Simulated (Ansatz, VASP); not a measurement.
# One calculation of Fe, two programs

```
Fe
1.0
    -1.41579    1.41579    1.41579
     1.41579   -1.41579    1.41579
     1.41579    1.41579   -1.41579
Fe
1
Direct
  0.00000 0.00000 0.00000
```

Alike in both runs: functional PBE; k mesh 20 × 20 × 20; occupations gaussian, width 0.1 eV; collinear spin.

Ansatz relaxed the structure, and its values are those at the end. VASP's run is a single point on that final structure, the one shown.

|  | VASP | Ansatz |
| --- | --- | --- |
| version | VASP 6.6.1 | Ansatz 0.2.0 |
| potentials or method | VASP PAW PBE potentials, release 64 (Fe), cutoff 520 eV | scalar-relativistic, plane waves, PAW |
| valence electrons in the cell | 8 | 16 |

|  | VASP | Ansatz | Ansatz less VASP |
| --- | --- | --- | --- |
| gap on the k mesh at the Fermi level (eV) | none | none | - |
| pressure (GPa) | -0.1 | 0.0 | +0.17 |
| net moment per atom (μB) | 2.19 | 2.17 | -0.026 |
| size of the moment on the site where the two differ most (μB) | 2.19 | 2.22 | +0.023 |

Site moments also hang on the region over which each program counts them. A gap of «none» marks a metal or a gap that the smearing closes. VASP's potentials hold 8 valence electrons a cell and Ansatz's 16, so a difference there can come from the potentials and not from the codes.
